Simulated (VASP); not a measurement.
# MnSi (P2_13) in VASP: notebook

The runs below take MnSi through single point, with PBE+D4.

Everything below comes from runs of VASP 6.6.1. Logs are shortened: lines on timing, memory, paths and dates and some standing lists are left out, and cuts for length are marked.

### Step 1. The cell of the first run

The structure is cubic, space group P2_13 (No. 198). The conventional cell has a = 4.507 Å, b = 4.507 Å, c = 4.507 Å, α = 90.00°, β = 90.00°, γ = 90.00°. Mn (site symmetry 3) has 7 Si at 2.28 to 2.51 Å and 6 Mn at 2.77 Å within 3.0 Å. Si (site symmetry 3) has 7 Mn at 2.28 to 2.51 Å and 6 Si at 2.78 Å within 3.0 Å.

### Step 2. Single point, PBE+D4, collinear spin, ferromagnetic start

INCAR reads:

```
SYSTEM = MnSi
PREC = Accurate ; ENCUT = 520
EDIFF = 1E-7 ; ISMEAR = -1
SIGMA = 0.1 ; LREAL = .FALSE.
LASPH = .TRUE. ; NELM = 150
ALGO = Normal ; ISIF = 2
LWAVE = .FALSE. ; LCHARG = .TRUE.
ISPIN = 2 ; MAGMOM = 2.8 2.8 2.8 2.8 0 0 0 0
LORBIT = 11 ; LMAXMIX = 4
GGA = PE ; IVDW = 13
LELF = .TRUE. ; LVHAR = .TRUE.
NBANDS = 48
```

KPOINTS reads:

```
Automatic mesh
0
G
  6 6 6
  0 0 0
```

POSCAR reads:

```
MnSi
1.0
    4.5072085650      0.0000000000      0.0000000000
    0.0000000000      4.5072085650      0.0000000000
    0.0000000000      0.0000000000      4.5072085650
Mn Si
4 4
Direct
    0.1380000000      0.1380000000      0.1380000000
    0.3620000000      0.8620000000      0.6380000000
    0.6380000000      0.3620000000      0.8620000000
    0.8620000000      0.6380000000      0.3620000000
    0.8460000000      0.8460000000      0.8460000000
    0.6540000000      0.1540000000      0.3460000000
    0.3460000000      0.6540000000      0.1540000000
    0.1540000000      0.3460000000      0.6540000000
```

Potentials or basis: VASP PAW PBE potentials, release 64 (Mn_pv, Si).

Run with:

```bash
$ cat potpaw_PBE.64/Mn_pv/POTCAR potpaw_PBE.64/Si/POTCAR > POTCAR
$ mpirun -np 1 vasp_std > vasp.out
```

OUTCAR:

```text
SYSTEM = MnSi
   PREC = Accurate
   ENCUT = 520
   EDIFF = 1E-7
   ISMEAR = -1
   LREAL = .FALSE.
   LASPH = .TRUE.
   NELM = 150
   ISIF = 2
   ISPIN = 2
   LORBIT = 11
   GGA = PE
   IVDW = 13

 ion  position               nearest neighbor table
   1  0.138  0.138  0.138-   5 2.28   6 2.38   7 2.38   8 2.38   7 2.51   8 2.51   6 2.51   3 2.77
                             4 2.77   2 2.77   2 2.77   4 2.77   3 2.77
   2  0.362  0.862  0.638-   6 2.28   5 2.38   7 2.38   8 2.38   7 2.51   8 2.51   5 2.51   1 2.77
                             1 2.77   3 2.77   3 2.77   4 2.77   4 2.77
   3  0.638  0.362  0.862-   7 2.28   6 2.38   5 2.38   8 2.38   8 2.51   6 2.51   5 2.51   1 2.77
                             4 2.77   2 2.77   2 2.77   4 2.77   1 2.77
   4  0.862  0.638  0.362-   8 2.28   6 2.38   7 2.38   5 2.38   6 2.51   5 2.51   7 2.51   1 2.77
                             3 2.77   2 2.77   1 2.77   2 2.77   3 2.77
   5  0.846  0.846  0.846-   1 2.28   2 2.38   3 2.38   4 2.38   3 2.51   4 2.51   2 2.51   6 2.78
                             7 2.78   8 2.78   6 2.78   8 2.78   7 2.78
   6  0.654  0.154  0.346-   2 2.28   1 2.38   3 2.38   4 2.38   3 2.51   4 2.51   1 2.51   8 2.78
                             5 2.78   5 2.78   7 2.78   7 2.78   8 2.78
   7  0.346  0.654  0.154-   3 2.28   2 2.38   1 2.38   4 2.38   4 2.51   2 2.51   1 2.51   8 2.78
                             5 2.78   8 2.78   6 2.78   6 2.78   5 2.78
   8  0.154  0.346  0.654-   4 2.28   2 2.38   3 2.38   1 2.38   2 2.51   1 2.51   3 2.51   7 2.78
                             5 2.78   7 2.78   5 2.78   6 2.78   6 2.78

  LATTYP: Found a simple cubic cell.
 ALAT       =     4.5072085650

  Lattice vectors:

 A1 = (   4.5072085650,   0.0000000000,   0.0000000000)
 A2 = (   0.0000000000,   4.5072085650,   0.0000000000)
 A3 = (   0.0000000000,   0.0000000000,   4.5072085650)

Analysis of symmetry for initial positions (statically):
=====================================================================
 Subroutine PRICEL returns:
 Original cell was already a primitive cell.

 Routine SETGRP: Setting up the symmetry group for a
 simple cubic supercell.

 Subroutine GETGRP returns: Found 12 space group operations
 (whereof  3 operations were pure point group operations)
 out of a pool of 48 trial point group operations.

The static configuration has the point symmetry C_3 .
 The point group associated with its full space group is T   .

Analysis of symmetry for dynamics (positions and initial velocities):
=====================================================================
 Subroutine PRICEL returns:
 Original cell was already a primitive cell.

 Routine SETGRP: Setting up the symmetry group for a
 simple cubic supercell.

 Subroutine GETGRP returns: Found 12 space group operations
 (whereof  3 operations were pure point group operations)
 out of a pool of 48 trial point group operations.

The dynamic configuration has the point symmetry C_3 .
 The point group associated with its full space group is T   .

Analysis of structural, dynamic, and magnetic symmetry:
[... 183 lines left out ...]
  band No.  band energies     occupation
      1     -37.1243      1.00000
      2     -37.1243      1.00000
      3     -37.1243      1.00000
      4     -37.0490      1.00000
      5     -37.0490      1.00000
      6     -37.0480      1.00000
[... 1165 lines left out ...]
     45      17.2391      0.00000
     46      17.2391      0.00000
 Fermi energy:        11.2403392174

 spin component 2

 k-point     1 :       0.0000    0.0000    0.0000
  band No.  band energies     occupation
      1     -36.1862      1.00000
      2     -36.1862      1.00000
      3     -36.1862      1.00000
      4     -36.0973      1.00000
      5     -35.9800      1.00000
      6     -35.9800      1.00000
[... 1165 lines left out ...]
     45      17.4969      0.00000
     46      17.4969      0.00000
 [bands above 46 left out]

------------------------ aborting loop because EDIFF is reached ----------------------------------------

  DFT-D4 for vdW energy calculation

  Edisp (eV):   -3.74108

  FORCE on cell =-STRESS in cart. coord.  units (eV):
  Direction    XX          YY          ZZ          XY          YZ          ZX
  --------------------------------------------------------------------------------------
  -------------------------------------------------------------------------------------
  Total      -2.97496    -2.97496    -2.97496    -0.00000     0.00000     0.00000
  in kB     -52.05577   -52.05577   -52.05577    -0.00000     0.00000     0.00000
  external pressure =      -52.06 kB  Pullay stress =        0.00 kB

 VOLUME and BASIS-vectors are now :
 -----------------------------------------------------------------------------
  energy-cutoff  :      520.00
  volume of cell :       91.56
      direct lattice vectors                 reciprocal lattice vectors
     4.507208565  0.000000000  0.000000000     0.221866813  0.000000000  0.000000000
     0.000000000  4.507208565  0.000000000     0.000000000  0.221866813  0.000000000
     0.000000000  0.000000000  4.507208565     0.000000000  0.000000000  0.221866813

 POSITION                                       TOTAL-FORCE (eV/Angst)
 -----------------------------------------------------------------------------------
      0.62199      0.62199      0.62199        -0.081406     -0.081406     -0.081406
      1.63161      3.88521      2.87560         0.081406      0.081406     -0.081406
      2.87560      1.63161      3.88521        -0.081406      0.081406      0.081406
      3.88521      2.87560      1.63161         0.081406     -0.081406      0.081406
      3.81310      3.81310      3.81310        -0.047024     -0.047024     -0.047024
      2.94771      0.69411      1.55949         0.047024      0.047024     -0.047024
      1.55949      2.94771      0.69411        -0.047024      0.047024      0.047024
      0.69411      1.55949      2.94771         0.047024     -0.047024      0.047024
 -----------------------------------------------------------------------------------
    total drift:                               -0.000001     -0.000000      0.000000

  FREE ENERGIE OF THE ION-ELECTRON SYSTEM (eV)
  ---------------------------------------------------
  free  energy   TOTEN  =       -65.2451286201 eV

  energy  without entropy=      -65.0584569685  energy(sigma->0) =      -65.15179279

 total charge

# of ion       s       p       d       tot
------------------------------------------
    1        0.336   6.391   5.297  12.024
    2        0.336   6.391   5.297  12.024
    3        0.336   6.391   5.297  12.024
    4        0.336   6.391   5.297  12.024
    5        0.743   0.909   0.000   1.652
    6        0.743   0.909   0.000   1.652
    7        0.743   0.909   0.000   1.652
    8        0.743   0.909   0.000   1.652
--------------------------------------------------
tot          4.314  29.201  21.189  54.703

 magnetization (x)

# of ion       s       p       d       tot
------------------------------------------
    1        0.001   0.006   0.973   0.979
    2        0.001   0.006   0.973   0.979
    3        0.001   0.006   0.973   0.979
    4        0.001   0.006   0.973   0.979
    5       -0.012  -0.034   0.000  -0.046
    6       -0.012  -0.034   0.000  -0.046
    7       -0.012  -0.034   0.000  -0.046
    8       -0.012  -0.034   0.000  -0.046
--------------------------------------------------
tot         -0.046  -0.111   3.890   3.733
```

OSZICAR:

```text
N       E                     dE             d eps       ncg     rms          rms(c)
DAV:   1     0.794728567742E+03    0.79473E+03   -0.35564E+04  4608   0.168E+03
DAV:   2    -0.958497354690E+01   -0.80431E+03   -0.76478E+03  4616   0.504E+02
DAV:   3    -0.668457533319E+02   -0.57261E+02   -0.55041E+02  5000   0.144E+02
DAV:   4    -0.684149848513E+02   -0.15692E+01   -0.15560E+01  5592   0.234E+01
DAV:   5    -0.684453298483E+02   -0.30345E-01   -0.30338E-01  5120   0.353E+00    0.380E+01
DAV:   6    -0.694312831300E+02   -0.98595E+00   -0.11072E+02  5208   0.807E+01    0.287E+01
DAV:   7    -0.617197201735E+02    0.77116E+01   -0.47573E+01  5000   0.529E+01    0.910E+00
DAV:   8    -0.615655884810E+02    0.15413E+00   -0.23115E+00  5216   0.765E+00    0.289E+00
DAV:   9    -0.615086025954E+02    0.56986E-01   -0.19870E-01  5328   0.319E+00    0.134E+00
DAV:  10    -0.615055023302E+02    0.31003E-02   -0.10268E-02  5168   0.682E-01    0.647E-01
DAV:  11    -0.615040496616E+02    0.14527E-02   -0.37900E-03  5296   0.281E-01    0.159E-01
DAV:  12    -0.615040357287E+02    0.13933E-04   -0.36382E-04  5256   0.125E-01    0.804E-02
DAV:  13    -0.615040539619E+02   -0.18233E-04   -0.37107E-05  5184   0.460E-02    0.303E-02
DAV:  14    -0.615040556615E+02   -0.16995E-05   -0.39080E-06  5400   0.149E-02    0.123E-02
DAV:  15    -0.615040540086E+02    0.16528E-05   -0.14409E-06  5080   0.896E-03    0.388E-03
DAV:  16    -0.615040534029E+02    0.60567E-06   -0.36173E-07  4336   0.426E-03    0.127E-03
DAV:  17    -0.615040533962E+02    0.67084E-08   -0.23324E-08  2576   0.121E-03
   1 F= -.65245129E+02 E0= -.65151793E+02  d E =-.186672E+00  mag=     3.6890
```

stdout:

```text
POSCAR found type information on POSCAR MnSi
 POSCAR found :  2 types and       8 ions
 scaLAPACK will be used
 LDA part: xc-table for (Slater+PW92), standard interpolation
 POSCAR, INCAR and KPOINTS ok, starting setup
 FFT: planning ... GRIDC
 FFT: planning ... GRID_SOFT
 FFT: planning ... GRID
 WAVECAR not read
 entering main loop
```

It took 4 min on 1 thread of Intel Xeon Platinum 8488C (Sapphire Rapids), shared host; peak memory 0.32 GiB.

Results:

```
Free energy                                           : -65.2451 eV
Pressure                                              : -5.2 GPa
Largest force                                         : 0.141 eV/Å
Net moment                                            : 3.69 μB per cell
Site moments                                          : Mn +0.98; Si -0.05 μB
Valence electrons inside the program's atomic spheres : Mn 12.02; Si 1.65
Dispersion energy per atom                            : -0.468 eV
```

Forces in eV/Å, atoms in the order of the input:
```
Mn  -0.081 -0.081 -0.081
Mn   0.081  0.081 -0.081
Mn  -0.081  0.081  0.081
Mn   0.081 -0.081  0.081
Si  -0.047 -0.047 -0.047
Si   0.047  0.047 -0.047
Si  -0.047  0.047  0.047
Si   0.047 -0.047  0.047
```

Levels at points of the mesh, in eV from the Fermi level:
Spin up:
| k point | band 34 | band 35 | band 36 | band 37 | band 38 | band 39 |
| --- | --- | --- | --- | --- | --- | --- |
| (0.00, 0.00, 0.00) | -0.34 | -0.27 | -0.27 | 0.80 | 0.80 | 0.80 |
| (0.50, 0.00, 0.00) | -0.58 | -0.08 | -0.08 | 0.32 | 0.32 | 1.86 |
| (0.50, 0.50, 0.00) | -1.02 | -0.54 | -0.54 | 0.78 | 0.78 | 1.34 |
| (0.50, 0.50, 0.50) | -0.68 | -0.68 | -0.68 | 0.63 | 0.63 | 0.63 |
Spin down:
```
           k point  band 30  band 31  band 32  band 33  band 34  band 35
(0.00, 0.00, 0.00)    -1.44    -1.44     0.63     0.63     0.63     0.95
(0.50, 0.00, 0.00)    -1.22    -0.46    -0.46     0.56     0.56     0.88
(0.50, 0.50, 0.00)    -0.64    -0.54    -0.54    -0.29    -0.29     0.56
(0.50, 0.50, 0.50)     0.04     0.04     0.04     0.20     0.20     0.20
```

Caveat: the cell stands under tension.

### Step 3. Single point, PBE+D4, collinear spin, ferromagnetic start

This run uses another cell than the first one, of 11.76 Å³/atom.

INCAR reads:

```
SYSTEM = MnSi
PREC = Accurate
ENCUT = 520
EDIFF = 1E-7
ISMEAR = -1
SIGMA = 0.1
LREAL = .FALSE.
LASPH = .TRUE.
NELM = 150
ALGO = Normal
ISIF = 2
LWAVE = .FALSE.
LCHARG = .FALSE.
ISPIN = 2
MAGMOM = 2.8 2.8 2.8 2.8 0 0 0 0
LORBIT = 11
LMAXMIX = 4
GGA = PE
IVDW = 13
NBANDS = 48
```

KPOINTS reads:

```
regular mesh
0
G
  6 6 6
  0 0 0
```

POSCAR: that of step 2 with these lines changed.

```diff
@@ -2,5 +2,5 @@
 1.0
-    4.5072085650      0.0000000000      0.0000000000
-    0.0000000000      4.5072085650      0.0000000000
-    0.0000000000      0.0000000000      4.5072085650
+    4.5480000000      0.0000000000      0.0000000000
+    0.0000000000      4.5480000000      0.0000000000
+    0.0000000000      0.0000000000      4.5480000000
 Mn Si
```

Potentials or basis: VASP PAW PBE potentials, release 64 (Mn_pv, Si).

Run with:

```bash
$ cat potpaw_PBE.64/Mn_pv/POTCAR potpaw_PBE.64/Si/POTCAR > POTCAR
$ mpirun -np 1 vasp_std > vasp.out
```

It took 3.2 min on 1 thread of Intel Xeon Platinum 8488C (Sapphire Rapids), shared host; peak memory 0.32 GiB.

The run converged. Its results:

- Free energy: -65.1234 eV
- Pressure: -10.3 GPa
- Largest force: 0.221 eV/Å
- Net moment: 3.88 μB per cell
- Site moments: Mn +1.03; Si -0.05 μB
- Valence electrons inside the program's atomic spheres: Mn 11.97; Si 1.63
- Dispersion energy per atom: -0.456 eV

Forces in eV/Å, atoms in the order of the input:
```
Mn  -0.128 -0.128 -0.128
Mn   0.128  0.128 -0.128
Mn  -0.128  0.128  0.128
Mn   0.128 -0.128  0.128
Si  -0.059 -0.059 -0.059
Si   0.059  0.059 -0.059
Si  -0.059  0.059  0.059
Si   0.059 -0.059  0.059
```

Levels at points of the mesh, in eV from the Fermi level:
Spin up:
| k point | band 34 | band 35 | band 36 | band 37 | band 38 | band 39 |
| --- | --- | --- | --- | --- | --- | --- |
| (0.00, 0.00, 0.00) | -0.39 | -0.33 | -0.33 | 0.71 | 0.71 | 0.71 |
| (0.50, 0.00, 0.00) | -0.62 | -0.14 | -0.14 | 0.25 | 0.25 | 1.75 |
| (0.50, 0.50, 0.00) | -1.04 | -0.59 | -0.59 | 0.70 | 0.70 | 1.23 |
| (0.50, 0.50, 0.50) | -0.71 | -0.71 | -0.71 | 0.55 | 0.55 | 0.55 |
Spin down:
```csv
k point,band 30,band 31,band 32,band 33,band 34,band 35
"(0.00, 0.00, 0.00)",-1.39,-1.39,0.63,0.63,0.63,0.95
"(0.50, 0.00, 0.00)",-1.17,-0.42,-0.42,0.57,0.57,0.86
"(0.50, 0.50, 0.00)",-0.60,-0.50,-0.50,-0.27,-0.27,0.57
"(0.50, 0.50, 0.50)",0.06,0.06,0.06,0.21,0.21,0.21
```

Caveat: the cell stands under tension.
